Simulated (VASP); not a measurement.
# HfH2 (I4/mmm) in VASP: notebook

The runs below take HfH2 through relaxation of cell and atoms, with PBEsol.

All numbers are computed with VASP 6.6.1; they aren't measurements. Logs are shortened: lines on timing, memory, paths and dates and some standing lists are left out, and cuts for length are marked.

### 1 The cell of the first run

The structure is tetragonal, space group I4/mmm (No. 139). The conventional cell has a = 3.438 Å, b = 3.438 Å, c = 4.196 Å, α = 90.00°, β = 90.00°, γ = 90.00°. Within 2.7 Å of Hf (site symmetry 4/mmm) lie 8 H at 2.01 Å. H (site symmetry -4m2) has 4 Hf at 2.01 Å and 6 H at 2.10 to 2.43 Å within 2.7 Å.

### 2 Relaxation of cell and atoms, PBEsol, target pressure 4 GPa, at which the enthalpy is minimised

INCAR reads:

```
SYSTEM = HfH2
ALGO     = Normal         ! electronic algorithm
EDIFF    = 1E-6           ! SCF threshold, eV
EDIFFG   = -0.008         ! ionic threshold
ENCUT    = 600            ! plane-wave cutoff, eV
GGA      = PS             ! functional
IBRION   = 2              ! ionic algorithm
ISIF     = 3              ! what is computed and relaxed
ISMEAR   = 0              ! smearing method
LASPH    = .True.         ! aspherical terms in the spheres
LCHARG   = .False.        ! write CHGCAR
LREAL    = .False.        ! projectors in reciprocal space
LWAVE    = .False.        ! write WAVECAR
NELM     = 80             ! most SCF steps
NSW      = 70             ! ionic steps
PREC     = Accurate       ! precision mode
PSTRESS  = 40.0         
SIGMA    = 0.1            ! smearing width, eV
```

KPOINTS reads:

```
k-points
0
Gamma
  16 16 16
  0 0 0
```

POSCAR reads:

```
HfH2
1.0
   -1.7188141799      1.7188141799      2.0977751559
    1.7188141799     -1.7188141799      2.0977751559
    1.7188141799      1.7188141799     -2.0977751559
Hf H
1 2
Direct
    0.0000000000      0.0000000000      0.0000000000
    0.7500000000      0.2500000000      0.5000000000
    0.2500000000      0.7500000000      0.5000000000
```

Potentials or basis: VASP PAW PBE potentials, release 64 (Hf_pv, H).

The run is started by

```bash
$ cat potpaw_PBE.64/Hf_pv/POTCAR potpaw_PBE.64/H/POTCAR > POTCAR
$ mpirun -np 1 vasp_std > vasp.out
```

OUTCAR:

```text
SYSTEM = HfH2
   EDIFF = 1E-6
   EDIFFG = -0.008
   ENCUT = 600
   GGA = PS
   IBRION = 2
   ISIF = 3
   ISMEAR = 0
   LASPH = .True.
   LREAL = .False.
   NELM = 80
   NSW = 70
   PREC = Accurate
   PSTRESS = 40.0

 ion  position               nearest neighbor table
   1  0.000  0.000  0.000-   2 2.01   3 2.01   2 2.01   3 2.01   2 2.01   3 2.01   2 2.01   3 2.01

   2  0.750  0.250  0.500-   1 2.01   1 2.01   1 2.01   1 2.01
   3  0.250  0.750  0.500-   1 2.01   1 2.01   1 2.01   1 2.01

  LATTYP: Found a body centered tetragonal cell.
 ALAT       =     3.4376283598
 C/A-ratio  =     1.2204781532

  Lattice vectors:

 A1 = (  -1.7188141799,   1.7188141799,   2.0977751559)
 A2 = (   1.7188141799,  -1.7188141799,   2.0977751559)
 A3 = (   1.7188141799,   1.7188141799,  -2.0977751559)

Analysis of symmetry for initial positions (statically):
=====================================================================
 Subroutine PRICEL returns:
 Original cell was already a primitive cell.

 Routine SETGRP: Setting up the symmetry group for a
 body centered tetragonal supercell.

 Subroutine GETGRP returns: Found 16 space group operations
 (whereof 16 operations were pure point group operations)
 out of a pool of 16 trial point group operations.

The static configuration has the point symmetry D_4h.

Analysis of symmetry for dynamics (positions and initial velocities):
=====================================================================
 Subroutine PRICEL returns:
 Original cell was already a primitive cell.

 Routine SETGRP: Setting up the symmetry group for a
 body centered tetragonal supercell.

 Subroutine GETGRP returns: Found 16 space group operations
 (whereof 16 operations were pure point group operations)
 out of a pool of 16 trial point group operations.

The dynamic configuration has the point symmetry D_4h.

 Subroutine INISYM returns: Found 16 space group operations
 (whereof 16 operations are pure point group operations),
 and found     1 'primitive' translations

----------------------------------------------------------------------------------------

                                     Primitive cell

  volume of cell :      24.7900

  direct lattice vectors                    reciprocal lattice vectors
    -1.718814180  1.718814180  2.097775156     0.000000000  0.290898228  0.238347756
     1.718814180 -1.718814180  2.097775156     0.290898228  0.000000000  0.238347756
     1.718814180  1.718814180 -2.097775156     0.290898228  0.290898228  0.000000000

  length of vectors
     3.210810641  3.210810641  3.210810641     0.376073705  0.376073705  0.411392220

  position of ions in fractional coordinates (direct lattice)
     0.000000000  0.000000000  0.000000000
     0.750000000  0.250000000  0.500000000
     0.250000000  0.750000000  0.500000000

  ion indices of the primitive-cell ions
   primitive index   ion index
                 1           1
                 2           2
                 3           3

----------------------------------------------------------------------------------------

 KPOINTS: k-points

Automatic generation of k-mesh.
 Grid dimensions read from file:
 generate k-points for:   16   16   16

 Generating k-lattice:

  Cartesian coordinates                     Fractional coordinates (reciprocal lattice)
     0.000000000  0.018181139  0.014896735     0.062500000 -0.000000000  0.000000000
     0.018181139  0.000000000  0.014896735    -0.000000000  0.062500000  0.000000000
     0.018181139  0.018181139  0.000000000     0.000000000  0.000000000  0.062500000

  Length of vectors
     0.023504607  0.023504607  0.025712014

  Shift w.r.t. Gamma in fractional coordinates (k-lattice)
     0.000000000  0.000000000  0.000000000

 Subroutine IBZKPT returns following result:
 ===========================================

 Found    349 irreducible k-points:

 Following reciprocal coordinates:
            Coordinates               Weight
  0.000000  0.000000  0.000000      1.000000
  0.062500 -0.000000  0.000000      8.000000
  0.125000 -0.000000  0.000000      8.000000
  0.187500 -0.000000  0.000000      8.000000
  0.250000 -0.000000  0.000000      8.000000
  0.312500 -0.000000  0.000000      8.000000
[... 16 lines left out ...]
 -0.125000  0.062500 -0.000000     16.000000
 -0.062500  0.062500  0.000000      4.000000
 [... further k-points ...]
   k-points           NKPTS =    349   k-points in BZ     NKDIM =    349   number of bands    NBANDS=     10
   number of dos      NEDOS =    301   number of ions     NIONS =      3
   total plane-waves  NPLWV =  21952
   dimension x,y,z NGX =    28 NGY =   28 NGZ =   28
   dimension x,y,z NGXF=    56 NGYF=   56 NGZF=   56
   ions per type =               1   2
   NGX,Y,Z   is equivalent  to a cutoff of  14.50, 14.50, 14.50 a.u.
   NGXF,Y,Z  is equivalent  to a cutoff of  29.00, 29.00, 29.00 a.u.
 SYSTEM =  HfH2
   PREC   = accura    normal or accurate (medium, high low for compatibility)
   ISTART =      0    job   : 0-new  1-cont  2-samecut
   ICHARG =      2    charge: 1-file 2-atom 10-const
   ISPIN  =      1    spin polarized calculation?
   LNONCOLLINEAR =      F non collinear calculations
   LSORBIT =      F    spin-orbit coupling
   LASPH  =      T    aspherical Exc in radial PAW
   ENCUT  =  600.0 eV  44.10 Ry    6.64 a.u.   6.41  6.41  6.41*2*pi/ulx,y,z
   NELM   =     80;   NELMIN=  2; NELMDL= -5     # of ELM steps
   EDIFF  = 0.1E-05   stopping-criterion for ELM
   LREAL  =      F    real-space projection
   EDIFFG = -.8E-02   stopping-criterion for IOM
   NSW    =     70    number of steps for IOM
   IBRION =      2    ionic relax: 0-MD 1-quasi-New 2-CG
   NFREE  =      1    steps in history (QN), initial steepest desc. (CG)
   ISIF   =      3    stress and relaxation
   ISYM   =      2    0-nonsym 1-usesym 2-fastsym
   POTIM  = 0.5000    time-step for ionic-motion
   TEBEG  =    0.0;   TEEND  =   0.0 temperature during run
   PSTRESS=   40.0 pullay stress
   NELECT =      12.0000    total number of electrons
   NUPDOWN=      -1.0000    fix difference up-down
   EMIN   =  10.00;   EMAX   =-10.00  energy-range for DOS
   EFERMI =   0.00;   METHOD = LEGACY
   ISMEAR =     0;   SIGMA  =   0.10  broadening in eV -4-tet -1-fermi 0-gaus
   EFERMI_NEDOS =   21; number of points for ismear=-14 and -15
   IALGO  =     38    algorithm
   IMIX   =      4    mixing-type and parameters
     AMIX     =   0.40;   BMIX     =  1.00
     AMIX_MAG =   1.60;   BMIX_MAG =  1.00
  volume/ion in A,a.u.               =       8.26        55.76
  Fermi-wavevector in a.u.,A,eV,Ry     =   1.285414  2.429080 22.480754  1.652289
  Thomas-Fermi vector in A             =   2.417550
   LORBIT       =      0    0 simple, 1 ext, 2 COOP (PROOUT), +10 PAW based schemes
   GGA     = PS    functional components
   LHFCALC =     F    Hartree Fock is set to
   AEXX    =    0.0000 exact exchange contribution
   IVDW    =     0    specifies the selected vdW correction
   LEPSILON=     F    determine dielectric tensor
   LRPA    =     F    only Hartree local field effects (RPA)
 conjugate gradient relaxation of ions
 non-spin polarized calculation
 Gauss-broadening in eV      SIGMA  =   0.10
  energy-cutoff  :      600.00
  volume of cell :       24.79
 maximum number of plane-waves:       861
 NGX is ok and might be reduce to    28
   NGX = 13   NGY = 13   NGZ = 13

--------------------------------------- Ionic step        1  -------------------------------------------

 number of electron      11.9999999 magnetization

 Free energy of the ion-electron system (eV)
  ---------------------------------------------------
  ext. energy  EPLUGINS =         0.00000000
  ---------------------------------------------------
  free energy    TOTEN  =       -18.78625484 eV

  energy without entropy =      -18.78365562  energy(sigma->0) =      -18.78495523

------------------------ aborting loop because EDIFF is reached ----------------------------------------

  FORCE on cell =-STRESS in cart. coord.  units (eV):
  Direction    XX          YY          ZZ          XY          YZ          ZX
  --------------------------------------------------------------------------------------
  -------------------------------------------------------------------------------------
  Total        0.5731574      0.5731574      0.5189580      0.0000000      0.0000000      0.0000000
  in kB       37.0431322     37.0431322     33.5402305      0.0000000      0.0000000      0.0000000
  external PRESSURE =      -4.1245017 kB  Pullay stress =      40.0000000 kB

 VOLUME and BASIS-vectors are now :
 -----------------------------------------------------------------------------
  energy-cutoff  :      600.00
  volume of cell :       24.79
      direct lattice vectors                 reciprocal lattice vectors
    -1.718814180  1.718814180  2.097775156     0.000000000  0.290898228  0.238347756
     1.718814180 -1.718814180  2.097775156     0.290898228  0.000000000  0.238347756
     1.718814180  1.718814180 -2.097775156     0.290898228  0.290898228  0.000000000
[... 126 lines left out ...]
  FREE ENERGIE OF THE ION-ELECTRON SYSTEM (eV)
  ---------------------------------------------------
  free  energy   TOTEN  =       -18.7846133473 eV

  energy  without entropy=      -18.7820053638  energy(sigma->0) =      -18.78330936

  enthalpy is  TOTEN    =       -18.1675004771 eV   P V=        0.6171128702

--------------------------------------- Ionic step        5  -------------------------------------------

 number of electron      11.9999999 magnetization

 Free energy of the ion-electron system (eV)
  ---------------------------------------------------
  ext. energy  EPLUGINS =         0.00000000
  ---------------------------------------------------
  free energy    TOTEN  =       -18.78466185 eV

  energy without entropy =      -18.78205499  energy(sigma->0) =      -18.78335842

 E-fermi :   5.6620     XC(G=0): -11.8304

 val. band max:        5.6542205504   @ k =  -0.1250   0.2500   0.1250
 cond. band min:       5.6624434236   @ k =  -0.1250   0.1250   0.0000
 fundamental gap:      0.0082228733
 Fermi energy:         5.6620338716

 k-point     1 :       0.0000    0.0000    0.0000
  band No.  band energies     occupation
      1     -25.0419      2.00000
      2     -25.0419      2.00000
      3     -24.9744      2.00000
      4      -5.9613      2.00000
      5       4.5345      2.00000
      6       5.1554      2.00000
      7       5.1554      2.00000
      8       6.1870      0.00000
      9       7.4204      0.00000
     10       9.0748      0.00000

 k-point     2 :       0.0625   -0.0000    0.0000
  band No.  band energies     occupation
      1     -25.0621      2.00000
      2     -25.0479      2.00000
      3     -24.9847      2.00000
      4      -5.8434      2.00000
      5       3.6238      2.00000
      6       5.2057      2.00000
      7       5.6469      1.16982
      8       6.7982      0.00000
      9       7.3898      0.00000
     10       8.9889      0.00000
[... 274 lines left out ...]
 k-point    24 :      -0.0625    0.0625    0.0000
  band No.  band energies     occupation
      1     -25.0718      2.00000
      2     -25.0460      2.00000
      3     -24.9846      2.00000
      4      -5.8168      2.00000
      5       3.4527      2.00000
      6       5.2829      2.00000
      7       6.2473      0.00000
      8       6.3937      0.00000
      9       7.2792      0.00000
     10       8.9366      0.00000

 [... further k-points ...]

------------------------ aborting loop because EDIFF is reached ----------------------------------------

  FORCE on cell =-STRESS in cart. coord.  units (eV):
  Direction    XX          YY          ZZ          XY          YZ          ZX
  --------------------------------------------------------------------------------------
  -------------------------------------------------------------------------------------
  Total        0.6205349      0.6205349      0.6067765      0.0000000      0.0000000      0.0000000
  in kB       40.2224972     40.2224972     39.3306861      0.0000000      0.0000000      0.0000000
  external PRESSURE =      -0.0747732 kB  Pullay stress =      40.0000000 kB

 VOLUME and BASIS-vectors are now :
 -----------------------------------------------------------------------------
  energy-cutoff  :      600.00
  volume of cell :       24.72
      direct lattice vectors                 reciprocal lattice vectors
    -1.719911615  1.719911615  2.088985994     0.000000000  0.290712613  0.239350576
     1.719911615 -1.719911615  2.088985994     0.290712613  0.000000000  0.239350576
     1.719911615  1.719911615 -2.088985994     0.290712613  0.290712613  0.000000000

 POSITION                                       TOTAL-FORCE (eV/Angst)
 -----------------------------------------------------------------------------------
      0.00000      3.43982      0.00000        -0.000000     -0.000000     -0.000000
     -0.00000      1.71991      1.04449        -0.000000      0.000000     -0.000000
      1.71991     -0.00000      1.04449         0.000000     -0.000000      0.000000
 -----------------------------------------------------------------------------------
    total drift:                                0.000000      0.000000     -0.000000

  FREE ENERGIE OF THE ION-ELECTRON SYSTEM (eV)
  ---------------------------------------------------
  free  energy   TOTEN  =       -18.7846618511 eV

  energy  without entropy=      -18.7820549907  energy(sigma->0) =      -18.78335842

  enthalpy is  TOTEN    =       -18.1675595193 eV   P V=        0.6171023317

 reached required accuracy - stopping structural energy minimisation
```

It took 2 min on 1 thread of AMD EPYC 9R45 (Zen 5), shared host; peak memory 0.23 GiB.

Results:

```
Free energy                                                : -18.7847 eV
Relaxed volume                                             : 8.24 Å³/atom
Relaxed cell                                               : a = 3.206 Å, b = 3.206 Å, c = 3.206 Å, α = 115.12°, β = 115.12°, γ = 98.69°
Space group after relaxing (to 0.1 Å)                      : I4/mmm (No. 139)
Energy change on relaxing (the run minimises the enthalpy) : +0.5 meV/atom
Ionic steps                                                : 5
Pressure after relaxing                                    : 4.0 GPa
Band gap on the k mesh                                     : zero (bands 6 and 7 overlap by 1.23 eV)
```

Stress tensor (GPa, compression positive):
```
4.02 0.00 0.00
0.00 4.02 0.00
0.00 0.00 3.93
```

The path:
| step | energy change (eV) | largest force (eV/Å) | pressure (GPa) | volume (Å³) |
| --- | --- | --- | --- | --- |
| 1 | 0.0000 | 0.0000 | 3.59 | 24.79 |
| 2 | 0.0018 | 0.0000 | 4.12 | 24.71 |
| 3 | 0.0017 | 0.0000 | 4.05 | 24.72 |
| 4 | 0.0016 | 0.0000 | 4.04 | 24.72 |
| 5 | 0.0016 | 0.0000 | 3.99 | 24.72 |

Final structure:
```yaml
crystal:
  lattice:
    - [-1.71991, 1.71991, 2.08899]
    - [1.71991, -1.71991, 2.08899]
    - [1.71991, 1.71991, -2.08899]
  atoms:
    - { symbol: Hf, position: [0.00000, 0.00000, 0.00000] }
    - { symbol: H, position: [0.75000, 0.25000, 0.50000] }
    - { symbol: H, position: [0.25000, 0.75000, 0.50000] }
```

Levels at points of the mesh, in eV from the Fermi level:
```tsv
k point	band 4	band 5	band 6	band 7	band 8	band 9
(0.00, 0.00, 0.00)	-11.62	-1.13	-0.51	-0.51	0.52	1.76
(0.50, 0.00, 0.00)	-8.67	-5.13	-1.04	0.83	3.93	4.67
(0.50, 0.50, 0.00)	-6.73	-5.81	-4.40	4.07	4.28	5.83
(0.50, 0.50, 0.50)	-8.17	-4.03	-3.94	4.98	5.08	5.08
```

Caveat: the cell is relaxed towards a set pressure, so the run minimises the enthalpy, not the energy; the PAW data sets were made with another functional, which shifts forces and pressure a little; spin-orbit coupling is left out, which moves the levels of the heavy elements.

### 3 Relaxation of cell and atoms, PBEsol, target pressure 1 GPa, at which the enthalpy is minimised

This run uses another cell than the first one, of 8.39 Å³/atom.

INCAR reads:

```
ALGO     = Normal         # electronic algorithm
EDIFF    = 1E-6           # SCF threshold, eV
EDIFFG   = -0.008         # ionic threshold
ENCUT    = 600            # plane-wave cutoff, eV
GGA      = PS             # functional
IBRION   = 2              # ionic algorithm
ISIF     = 3              # what is computed and relaxed
ISMEAR   = 0              # smearing method
LASPH    = T              # aspherical terms in the spheres
LCHARG   = F              # write CHGCAR
LREAL    = F              # projectors in reciprocal space
LWAVE    = F              # write WAVECAR
NELM     = 80             # most SCF steps
NSW      = 70             # ionic steps
PREC     = Accurate       # precision mode
PSTRESS  = 10.0         
SIGMA    = 0.1            # smearing width, eV
```

KPOINTS reads:

```
k-points
0
Gamma
  16 16 16
```

POSCAR reads:

```
HfH2
1.0
   -1.7263914000      1.7263914000      2.1118104780
    1.7263914000     -1.7263914000      2.1118104780
    1.7263914000      1.7263914000     -2.1118104780
Hf H
1 2
Direct
    0.0000000000      0.0000000000      0.0000000000
    0.7500000000      0.2500000000      0.5000000000
    0.2500000000      0.7500000000      0.5000000000
```

Potentials or basis: VASP PAW PBE potentials, release 64 (Hf_pv, H).

The run is started by

```bash
$ cat potpaw_PBE.64/Hf_pv/POTCAR potpaw_PBE.64/H/POTCAR > POTCAR
$ mpirun -np 1 vasp_std > vasp.out
```

Wall time 51 s (1 thread of AMD EPYC 9R45 (Zen 5), shared host); peak memory 0.23 GiB.

Results (log left out):

| Property | Result |
| --- | --- |
| Free energy | -18.7918 eV |
| Pressure after relaxing | 1.0 GPa |
| Band gap on the k mesh | zero (bands 6 and 7 overlap by 1.24 eV) |

Stress tensor (GPa, compression positive):
```
1.08 0.00 0.00
0.00 1.08 0.00
0.00 0.00 0.92
```

Final structure:
```cif
data_structure
_symmetry_space_group_name_H-M 'P 1'
_symmetry_Int_Tables_number 1
_cell_length_a 3.2281
_cell_length_b 3.2281
_cell_length_c 3.2281
_cell_angle_alpha 115.339
_cell_angle_beta 115.339
_cell_angle_gamma 98.282
_cell_volume 25.18
loop_
_atom_site_label
_atom_site_type_symbol
_atom_site_fract_x
_atom_site_fract_y
_atom_site_fract_z
_atom_site_occupancy
Hf1 Hf 0.00000 0.00000 0.00000 1
H1 H 0.75000 0.25000 0.50000 1
H2 H 0.25000 0.75000 0.50000 1
```

Levels at points of the mesh, in eV from the Fermi level:
```
           k point  band 2  band 3  band 4  band 5  band 6  band 7  band 8  band 9  band 10
(0.00, 0.00, 0.00)  -30.77  -30.71  -11.53   -1.16   -0.51   -0.51    0.47    1.77     3.35
(0.50, 0.00, 0.00)  -30.92  -30.76   -8.59   -5.16   -0.99    0.76    3.87    4.63     5.21
(0.50, 0.50, 0.00)  -30.96  -30.88   -6.69   -5.80   -4.33    4.01    4.23    5.67     6.59
(0.50, 0.50, 0.50)  -31.10  -31.10   -8.04   -4.05   -3.97    4.85    4.96    4.96     5.66
```

Caveat: the cell is relaxed towards a set pressure, so the run minimises the enthalpy, not the energy; the PAW data sets were made with another functional, which shifts forces and pressure a little; spin-orbit coupling is left out, which moves the levels of the heavy elements.

The gap in the log of VASP goes by the Fermi energy; the results here count the filled bands.